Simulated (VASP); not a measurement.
A run of VASP 6.6.1:

The input INCAR:

```
SYSTEM = C
PREC = Accurate
ENCUT = 520
EDIFF = 1E-6
ISMEAR = 0
SIGMA = 0.1
LREAL = .FALSE.
LASPH = .TRUE.
NELM = 120
ALGO = Normal
ISIF = 2
LWAVE = .FALSE.
LCHARG = .FALSE.
LDIPOL = .TRUE.
IDIPOL = 3
DIPOL = 0.5 0.5 0.500
GGA = PE
IVDW = 12
NBANDS = 26
GGA_COMPAT = .FALSE.
NELMDL = -8
```

KPOINTS

```
Automatic mesh
0
G
  18 18 1
  0 0 0
```

The input POSCAR:

```
C
1.0
    2.4651426117      0.0000000000      0.0000000000
   -1.2325713058      2.1348761257      0.0000000000
    0.0000000000      0.0000000000     46.2325182959
C
8
Direct
    0.0000000000      0.0000000000      0.3902341891
    0.6666666667      0.3333333333      0.3902255892
    0.0000000000      0.0000000000      0.4634532236
    0.3333333333      0.6666666667      0.4634553282
    0.0000000000      0.0000000000      0.5365467764
    0.6666666667      0.3333333333      0.5365446718
    0.0000000000      0.0000000000      0.6097658109
    0.3333333333      0.6666666667      0.6097744108
```

Potentials or basis: VASP PAW PBE potentials, release 64 (C).

Run with:

```bash
$ cat potpaw_PBE.64/C/POTCAR > POTCAR
$ mpirun -np 1 vasp_std > vasp.out
```

Hardware: 1 thread of Oxide Virtual Turin-like Processor, with other jobs on the host.

Question: Estimate the wall time of this run.

Answer: Wall time 8.7 min on 1 thread of Oxide Virtual Turin-like Processor, with other jobs on the host, peak memory 0.39 GiB. Counts: scf iterations 26, k points 37.
